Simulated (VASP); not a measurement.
# GaN (P6_3mc) in VASP: a series of runs

Runs on GaN. Level: PBE. Tasks: relaxation of cell and atoms, single point.

Everything below comes from runs of VASP 6.6.1. Logs are shortened: lines on timing, memory, paths and dates and some standing lists are left out, and cuts for length are marked.

**1. The cell of the first run**

It takes space group P6_3mc (No. 186, hexagonal). The conventional cell has a = 3.217 Å, b = 3.217 Å, c = 15.748 Å, α = 90.00°, β = 90.00°, γ = 120.00°. Ga (site symmetry 3m) has 4 N at 1.97 Å within 2.6 Å. Ga (site symmetry 3m) has 4 N at 1.97 Å within 2.6 Å. Within 2.6 Å of Ga (site symmetry 3m) lie 4 N at 1.97 Å. Within 2.6 Å of N (site symmetry 3m) lie 4 Ga at 1.97 Å. N (site symmetry 3m) has 4 Ga at 1.97 Å within 2.6 Å. N (site symmetry 3m) has 4 Ga at 1.97 Å within 2.6 Å.

The cell was generated, and may not be a known phase.

**2. Relaxation of cell and atoms, PBE**

INCAR

```
SYSTEM = GaN
PREC = Accurate
ENCUT = 600
EDIFF = 1E-6
ISMEAR = 0
SIGMA = 0.02
LREAL = .FALSE.
LASPH = .TRUE.
NELM = 100
ALGO = Normal
ISIF = 3
LWAVE = .FALSE.
LCHARG = .FALSE.
GGA = PE
IBRION = 2
NSW = 100
EDIFFG = -0.01
KPAR = 4
```

KPOINTS

```
Automatic mesh
0
G
  12 12 2
  0 0 0
```

POSCAR

```
GaN
1.0
    3.2168423000      0.0000000000      0.0000000000
   -1.6084212000      2.7858672000      0.0000000000
    0.0000000000      0.0000000000     15.7475143000
Ga N
6 6
Direct
    0.0000000000      0.0000000000      0.1875310000
    0.0000000000      0.0000000000      0.6875310000
    0.3333333000      0.6666667000      0.5207130000
    0.6666667000      0.3333333000      0.0207130000
    0.3333333000      0.6666667000      0.8539850000
    0.6666667000      0.3333333000      0.3539850000
    0.0000000000      0.0000000000      0.3126460000
    0.0000000000      0.0000000000      0.8126460000
    0.3333333000      0.6666667000      0.9792100000
    0.6666667000      0.3333333000      0.4792100000
    0.3333333000      0.6666667000      0.6459160000
    0.6666667000      0.3333333000      0.1459160000
```

Potentials or basis: VASP PAW PBE potentials, release 64 (Ga_d, N).

On the command line:

```
cat potpaw_PBE.64/Ga_d/POTCAR potpaw_PBE.64/N/POTCAR > POTCAR
mpirun -np 4 vasp_std > vasp.out
```

OUTCAR:

```text
SYSTEM = GaN
   PREC = Accurate
   ENCUT = 600
   EDIFF = 1E-6
   ISMEAR = 0
   LREAL = .FALSE.
   LASPH = .TRUE.
   NELM = 100
   ISIF = 3
   GGA = PE
   IBRION = 2
   NSW = 100
   EDIFFG = -0.01

 ion  position               nearest neighbor table
   1  0.000  0.000  0.188-  12 1.97  12 1.97  12 1.97   7 1.97
   2  0.000  0.000  0.688-  11 1.97  11 1.97  11 1.97   8 1.97
   3  0.333  0.667  0.521-  10 1.97  10 1.97  10 1.97  11 1.97
   4  0.667  0.333  0.021-   9 1.97   9 1.97   9 1.97  12 1.97
   5  0.333  0.667  0.854-   8 1.97   8 1.97   8 1.97   9 1.97
   6  0.667  0.333  0.354-   7 1.97   7 1.97   7 1.97  10 1.97
   7  0.000  0.000  0.313-   6 1.97   6 1.97   6 1.97   1 1.97
   8  0.000  0.000  0.813-   5 1.97   5 1.97   5 1.97   2 1.97
   9  0.333  0.667  0.979-   4 1.97   4 1.97   4 1.97   5 1.97
  10  0.667  0.333  0.479-   3 1.97   3 1.97   3 1.97   6 1.97
  11  0.333  0.667  0.646-   2 1.97   2 1.97   2 1.97   3 1.97
  12  0.667  0.333  0.146-   1 1.97   1 1.97   1 1.97   4 1.97

  LATTYP: Found a hexagonal cell.
 ALAT       =     3.2168423000
 C/A-ratio  =     4.8953330103

  Lattice vectors:

 A1 = (   3.2168423000,   0.0000000000,   0.0000000000)
 A2 = (  -1.6084212000,   2.7858672000,   0.0000000000)
 A3 = (   0.0000000000,   0.0000000000,  15.7475143000)

Analysis of symmetry for initial positions (statically):
=====================================================================
 Subroutine PRICEL returns:
 Original cell was already a primitive cell.

 Routine SETGRP: Setting up the symmetry group for a
 hexagonal supercell.

 Subroutine GETGRP returns: Found 12 space group operations
 (whereof  6 operations were pure point group operations)
 out of a pool of 24 trial point group operations.

The static configuration has the point symmetry C_3v.
 The point group associated with its full space group is C_6v.

Analysis of symmetry for dynamics (positions and initial velocities):
=====================================================================
 Subroutine PRICEL returns:
 Original cell was already a primitive cell.

 Routine SETGRP: Setting up the symmetry group for a
 hexagonal supercell.

 Subroutine GETGRP returns: Found 12 space group operations
 (whereof  6 operations were pure point group operations)
 out of a pool of 24 trial point group operations.

[... 131 lines left out ...]
   PSTRESS=    0.0 pullay stress
   NELECT =     108.0000    total number of electrons
   NUPDOWN=      -1.0000    fix difference up-down
   EMIN   =  10.00;   EMAX   =-10.00  energy-range for DOS
   EFERMI =   0.00;   METHOD = LEGACY
   ISMEAR =     0;   SIGMA  =   0.02  broadening in eV -4-tet -1-fermi 0-gaus
   EFERMI_NEDOS =   21; number of points for ismear=-14 and -15
   IALGO  =     38    algorithm
   IMIX   =      4    mixing-type and parameters
     AMIX     =   0.40;   BMIX     =  1.00
     AMIX_MAG =   1.60;   BMIX_MAG =  1.00
  volume/ion in A,a.u.               =      11.76        79.36
  Fermi-wavevector in a.u.,A,eV,Ry     =   1.497437  2.829746 30.508600  2.242319
  Thomas-Fermi vector in A             =   2.609325
   LORBIT       =      0    0 simple, 1 ext, 2 COOP (PROOUT), +10 PAW based schemes
   GGA     = PE    functional components
   LHFCALC =     F    Hartree Fock is set to
   AEXX    =    0.0000 exact exchange contribution
   IVDW    =     0    specifies the selected vdW correction
   LEPSILON=     F    determine dielectric tensor
   LRPA    =     F    only Hartree local field effects (RPA)
 conjugate gradient relaxation of ions
 non-spin polarized calculation
 Gauss-broadening in eV      SIGMA  =   0.02
  energy-cutoff  :      600.00
  volume of cell :      141.12
 maximum number of plane-waves:      4759
 NGX is ok and might be reduce to    28
   NGX = 13   NGY = 13   NGZ = 63

 number of electron     108.0000004 magnetization

 Free energy of the ion-electron system (eV)
  ---------------------------------------------------
  ext. energy  EPLUGINS =         0.00000000
  ---------------------------------------------------
  free energy    TOTEN  =       -72.95340609 eV

  energy without entropy =      -72.95340609  energy(sigma->0) =      -72.95340609

 E-fermi :   5.1512     XC(G=0): -11.5196

 val. band max:        4.9945472647   @ k =   0.0000   0.0000   0.0000
 cond. band min:       6.5940201604   @ k =   0.0000   0.0000   0.0000
 fundamental gap:      1.5994728956
 Fermi energy:         5.1512125753

 k-point     1 :       0.0000    0.0000    0.0000
  band No.  band energies     occupation
      1     -10.7209      2.00000
      2     -10.4626      2.00000
      3     -10.4408      2.00000
      4     -10.0354      2.00000
      5     -10.0183      2.00000
      6      -9.9009      2.00000
[... 1597 lines left out ...]
     63      12.3986      0.00000
     64      12.3986      0.00000

 [... further k-points ...]

------------------------ aborting loop because EDIFF is reached ----------------------------------------

  FORCE on cell =-STRESS in cart. coord.  units (eV):
  Direction    XX          YY          ZZ          XY          YZ          ZX
  --------------------------------------------------------------------------------------
  -------------------------------------------------------------------------------------
  Total       -0.0226298     -0.0226298     -0.0027469      0.0000000      0.0000000      0.0000000
  in kB       -0.2569143     -0.2569143     -0.0311858      0.0000000      0.0000000      0.0000000
  external PRESSURE =      -0.1816714 kB  Pullay stress =       0.0000000 kB

 VOLUME and BASIS-vectors are now :
 -----------------------------------------------------------------------------
  energy-cutoff  :      600.00
  volume of cell :      141.12
      direct lattice vectors                 reciprocal lattice vectors
     3.216842300  0.000000000  0.000000000     0.310863856  0.179477333  0.000000000
    -1.608421200  2.785867200  0.000000000     0.000000000  0.358954655  0.000000000
     0.000000000  0.000000000 15.747514300     0.000000000  0.000000000  0.063502086

 POSITION                                       TOTAL-FORCE (eV/Angst)
 -----------------------------------------------------------------------------------
      0.00000      0.00000      2.95315        -0.000000     -0.000000     -0.000505
      0.00000      0.00000     10.82690         0.000000      0.000000     -0.000505
     -0.00000      1.85724      8.19994        -0.000000      0.000000     -0.000833
      1.60842      0.92862      0.32618         0.000000     -0.000000     -0.000833
     -0.00000      1.85724     13.44814        -0.000000      0.000000      0.000335
      1.60842      0.92862      5.57438         0.000000     -0.000000      0.000335
      0.00000      0.00000      4.92340         0.000000     -0.000000      0.000746
      0.00000      0.00000     12.79715         0.000000     -0.000000      0.000746
     -0.00000      1.85724     15.42012         0.000000     -0.000000      0.000458
      1.60842      0.92862      7.54637        -0.000000      0.000000      0.000458
     -0.00000      1.85724     10.17157        -0.000000     -0.000000     -0.000201
      1.60842      0.92862      2.29781         0.000000     -0.000000     -0.000201
 -----------------------------------------------------------------------------------
    total drift:                                0.000000      0.000000     -0.001422

  FREE ENERGIE OF THE ION-ELECTRON SYSTEM (eV)
  ---------------------------------------------------
  free  energy   TOTEN  =       -72.9534060946 eV

  energy  without entropy=      -72.9534060946  energy(sigma->0) =      -72.95340609

 reached required accuracy - stopping structural energy minimisation
```

Wall time 6.4 min (4 MPI ranks of Oxide Virtual Turin-like, shared host); peak memory 0.48 GiB.

What came out:

```
Free energy             : -72.9534 eV
Pressure after relaxing : 0.0 GPa
Band gap on the k mesh  : 1.60 eV
```

Final structure:
```xyz
12
Lattice="3.2168 0.0000 0.0000 -1.6084 2.7859 0.0000 0.0000 0.0000 15.7475" Properties=species:S:1:pos:R:3 pbc="T T T"
Ga    0.0000    0.0000    2.9531
Ga    0.0000    0.0000   10.8269
Ga    0.0000    1.8572    8.1999
Ga    1.6084    0.9286    0.3262
Ga    0.0000    1.8572   13.4481
Ga    1.6084    0.9286    5.5744
N     0.0000    0.0000    4.9234
N     0.0000    0.0000   12.7972
N     0.0000    1.8572   15.4201
N     1.6084    0.9286    7.5464
N     0.0000    1.8572   10.1716
N     1.6084    0.9286    2.2978
```

**3. Single point, PBE**

INCAR

```
  ALGO = Normal
  EDIFF = 1E-7
  ENCUT = 520
  GGA = PE
  ISIF = 2
  ISMEAR = 0
  LASPH = T
  LCHARG = F
  LREAL = F
  LWAVE = F
  NBANDS = 66
  NELM = 60
  PREC = Accurate
  SIGMA = 0.02
```

KPOINTS

```
k-points
0
Gamma
  12 12 2
```

POSCAR

```
GaN
1.0
    3.2168423279      0.0000000289      0.0000000000
   -1.6084211889      2.7858671615      0.0000000000
    0.0000000000      0.0000000000     15.7475143000
Ga N
6 6
Direct
    0.0000000000      0.0000000000      0.1875310000
    0.0000000000      0.0000000000      0.6875310000
    0.3333333333      0.6666666667      0.5207130000
    0.6666666667      0.3333333333      0.0207130000
    0.3333333333      0.6666666667      0.8539850000
    0.6666666667      0.3333333333      0.3539850000
    0.0000000000      0.0000000000      0.3126460000
    0.0000000000      0.0000000000      0.8126460000
    0.3333333333      0.6666666667      0.9792100000
    0.6666666667      0.3333333333      0.4792100000
    0.3333333333      0.6666666667      0.6459160000
    0.6666666667      0.3333333333      0.1459160000
```

Potentials or basis: VASP PAW PBE potentials, release 64 (Ga_d, N).

On the command line:

```
cat potpaw_PBE.64/Ga_d/POTCAR potpaw_PBE.64/N/POTCAR > POTCAR
mpirun -np 1 vasp_std > vasp.out
```

OUTCAR:

```text
EDIFF = 1E-7
   ENCUT = 520
   GGA = PE
   ISIF = 2
   ISMEAR = 0
   LASPH = T
   LREAL = F
   NELM = 60
   PREC = Accurate

 ion  position               nearest neighbor table
   1  0.000  0.000  0.188-  12 1.97  12 1.97  12 1.97   7 1.97
   2  0.000  0.000  0.688-  11 1.97  11 1.97  11 1.97   8 1.97
   3  0.333  0.667  0.521-  10 1.97  10 1.97  10 1.97  11 1.97
   4  0.667  0.333  0.021-   9 1.97   9 1.97   9 1.97  12 1.97
   5  0.333  0.667  0.854-   8 1.97   8 1.97   8 1.97   9 1.97
   6  0.667  0.333  0.354-   7 1.97   7 1.97   7 1.97  10 1.97
   7  0.000  0.000  0.313-   6 1.97   6 1.97   6 1.97   1 1.97
   8  0.000  0.000  0.813-   5 1.97   5 1.97   5 1.97   2 1.97
   9  0.333  0.667  0.979-   4 1.97   4 1.97   4 1.97   5 1.97
  10  0.667  0.333  0.479-   3 1.97   3 1.97   3 1.97   6 1.97
  11  0.333  0.667  0.646-   2 1.97   2 1.97   2 1.97   3 1.97
  12  0.667  0.333  0.146-   1 1.97   1 1.97   1 1.97   4 1.97

  LATTYP: Found a hexagonal cell.
 ALAT       =     3.2168423279
 C/A-ratio  =     4.8953329678

  Lattice vectors:

 A1 = (   3.2168423279,   0.0000000289,   0.0000000000)
 A2 = (  -1.6084211889,   2.7858671615,   0.0000000000)
 A3 = (   0.0000000000,   0.0000000000,  15.7475143000)

Analysis of symmetry for initial positions (statically):
=====================================================================
 Subroutine PRICEL returns:
 Original cell was already a primitive cell.

 Routine SETGRP: Setting up the symmetry group for a
 hexagonal supercell.

 Subroutine GETGRP returns: Found 12 space group operations
 (whereof  6 operations were pure point group operations)
 out of a pool of 24 trial point group operations.

The static configuration has the point symmetry C_3v.
 The point group associated with its full space group is C_6v.

Analysis of symmetry for dynamics (positions and initial velocities):
=====================================================================
 Subroutine PRICEL returns:
 Original cell was already a primitive cell.

 Routine SETGRP: Setting up the symmetry group for a
 hexagonal supercell.

 Subroutine GETGRP returns: Found 12 space group operations
 (whereof  6 operations were pure point group operations)
 out of a pool of 24 trial point group operations.

The dynamic configuration has the point symmetry C_3v.
 The point group associated with its full space group is C_6v.

 Subroutine INISYM returns: Found 12 space group operations
 (whereof  6 operations are pure point group operations),
 and found     1 'primitive' translations

----------------------------------------------------------------------------------------

                                     Primitive cell

  volume of cell :     141.1244

  direct lattice vectors                    reciprocal lattice vectors
     3.216842328  0.000000029  0.000000000     0.310863851  0.179477332  0.000000000
    -1.608421189  2.785867162  0.000000000    -0.000000003  0.358954658  0.000000000
     0.000000000  0.000000000 15.747514300     0.000000000  0.000000000  0.063502086

  length of vectors
     3.216842328  3.216842328 15.747514300     0.358954658  0.358954658  0.063502086

  position of ions in fractional coordinates (direct lattice)
     0.000000000  0.000000000  0.187531000
[... 82 lines left out ...]
   total plane-waves  NPLWV =  69120
   dimension x,y,z NGX =    24 NGY =   24 NGZ =  120
   dimension x,y,z NGXF=    48 NGYF=   48 NGZF=  240
   ions per type =               6   6
   NGX,Y,Z   is equivalent  to a cutoff of  12.40, 12.40, 12.67 a.u.
   NGXF,Y,Z  is equivalent  to a cutoff of  24.81, 24.81, 25.34 a.u.
 SYSTEM =  unknown system
   PREC   = accura    normal or accurate (medium, high low for compatibility)
   ISTART =      0    job   : 0-new  1-cont  2-samecut
   ICHARG =      2    charge: 1-file 2-atom 10-const
   ISPIN  =      1    spin polarized calculation?
   LNONCOLLINEAR =      F non collinear calculations
   LSORBIT =      F    spin-orbit coupling
   LASPH  =      T    aspherical Exc in radial PAW
   ENCUT  =  520.0 eV  38.22 Ry    6.18 a.u.   5.98  5.98 29.28*2*pi/ulx,y,z
   NELM   =     60;   NELMIN=  2; NELMDL= -5     # of ELM steps
   EDIFF  = 0.1E-06   stopping-criterion for ELM
   LREAL  =      F    real-space projection
   EDIFFG = 0.1E-05   stopping-criterion for IOM
   NSW    =      0    number of steps for IOM
   IBRION =     -1    ionic relax: 0-MD 1-quasi-New 2-CG
   NFREE  =      0    steps in history (QN), initial steepest desc. (CG)
   ISIF   =      2    stress and relaxation
   ISYM   =      2    0-nonsym 1-usesym 2-fastsym
   POTIM  = 0.5000    time-step for ionic-motion
   TEBEG  =    0.0;   TEEND  =   0.0 temperature during run
   PSTRESS=    0.0 pullay stress
   NELECT =     108.0000    total number of electrons
   NUPDOWN=      -1.0000    fix difference up-down
   EMIN   =  10.00;   EMAX   =-10.00  energy-range for DOS
   EFERMI =   0.00;   METHOD = LEGACY
   ISMEAR =     0;   SIGMA  =   0.02  broadening in eV -4-tet -1-fermi 0-gaus
   EFERMI_NEDOS =   21; number of points for ismear=-14 and -15
   IALGO  =     38    algorithm
   IMIX   =      4    mixing-type and parameters
     AMIX     =   0.40;   BMIX     =  1.00
     AMIX_MAG =   1.60;   BMIX_MAG =  1.00
  volume/ion in A,a.u.               =      11.76        79.36
  Fermi-wavevector in a.u.,A,eV,Ry     =   1.497437  2.829746 30.508600  2.242319
  Thomas-Fermi vector in A             =   2.609325
   LORBIT       =      0    0 simple, 1 ext, 2 COOP (PROOUT), +10 PAW based schemes
   GGA     = PE    functional components
   LHFCALC =     F    Hartree Fock is set to
   AEXX    =    0.0000 exact exchange contribution
   IVDW    =     0    specifies the selected vdW correction
   LEPSILON=     F    determine dielectric tensor
   LRPA    =     F    only Hartree local field effects (RPA)
 non-spin polarized calculation
 Gauss-broadening in eV      SIGMA  =   0.02
  energy-cutoff  :      520.00
  volume of cell :      141.12
 maximum number of plane-waves:      3846
 NGX is ok and might be reduce to    24
   NGX = 11   NGY = 11   NGZ = 59

 number of electron     107.9999865 magnetization

 Free energy of the ion-electron system (eV)
  ---------------------------------------------------
  ext. energy  EPLUGINS =         0.00000000
  ---------------------------------------------------
  free energy    TOTEN  =       -72.94439893 eV

  energy without entropy =      -72.94439893  energy(sigma->0) =      -72.94439893

 E-fermi :   5.1253     XC(G=0): -11.5195

 val. band max:        4.9947641556   @ k =   0.0000   0.0000   0.0000
 cond. band min:       6.5941200979   @ k =   0.0000   0.0000   0.0000
 fundamental gap:      1.5993559424
 Fermi energy:         5.1253349179

 k-point     1 :       0.0000    0.0000    0.0000
  band No.  band energies     occupation
      1     -10.7200      2.00000
      2     -10.4618      2.00000
      3     -10.4399      2.00000
      4     -10.0344      2.00000
      5     -10.0174      2.00000
      6      -9.9000      2.00000
[... 1645 lines left out ...]
     65      13.3839      0.00000
     66      13.3839      0.00000

 [... further k-points ...]

------------------------ aborting loop because EDIFF is reached ----------------------------------------

  FORCE on cell =-STRESS in cart. coord.  units (eV):
  Direction    XX          YY          ZZ          XY          YZ          ZX
  --------------------------------------------------------------------------------------
  -------------------------------------------------------------------------------------
  Total        0.0637917      0.0637917      0.0840013      0.0000000      0.0000000      0.0000000
  in kB        0.7242233      0.7242233      0.9536619      0.0000000      0.0000000      0.0000000
  external PRESSURE =       0.8007028 kB  Pullay stress =       0.0000000 kB

 VOLUME and BASIS-vectors are now :
 -----------------------------------------------------------------------------
  energy-cutoff  :      520.00
  volume of cell :      141.12
      direct lattice vectors                 reciprocal lattice vectors
     3.216842328  0.000000029  0.000000000     0.310863851  0.179477332  0.000000000
    -1.608421189  2.785867162  0.000000000    -0.000000003  0.358954658  0.000000000
     0.000000000  0.000000000 15.747514300     0.000000000  0.000000000  0.063502086

 POSITION                                       TOTAL-FORCE (eV/Angst)
 -----------------------------------------------------------------------------------
      0.00000      0.00000      2.95315         0.000000     -0.000000     -0.000271
      0.00000      0.00000     10.82690        -0.000000      0.000000     -0.000271
     -0.00000      1.85724      8.19994        -0.000000      0.000000     -0.000884
      1.60842      0.92862      0.32618         0.000000     -0.000000     -0.000884
     -0.00000      1.85724     13.44814        -0.000000     -0.000000      0.000377
      1.60842      0.92862      5.57438         0.000000      0.000000      0.000377
      0.00000      0.00000      4.92340         0.000000     -0.000000      0.000724
      0.00000      0.00000     12.79715        -0.000000     -0.000000      0.000724
     -0.00000      1.85724     15.42012         0.000000     -0.000000      0.000450
      1.60842      0.92862      7.54637         0.000000     -0.000000      0.000450
     -0.00000      1.85724     10.17157         0.000000     -0.000000     -0.000396
      1.60842      0.92862      2.29781        -0.000000      0.000000     -0.000396
 -----------------------------------------------------------------------------------
    total drift:                               -0.000002     -0.000003     -0.002550

  FREE ENERGIE OF THE ION-ELECTRON SYSTEM (eV)
  ---------------------------------------------------
  free  energy   TOTEN  =       -72.9443989279 eV

  energy  without entropy=      -72.9443989279  energy(sigma->0) =      -72.94439893
```

Run time: 17 min. Hardware: 1 thread of Oxide Virtual Turin-like, shared host; peak memory 0.36 GiB.

What came out:

| Item | Value |
| --- | --- |
| Free energy | -72.9444 eV |
| Pressure | 0.1 GPa |
| Band gap on the k mesh | 1.60 eV |
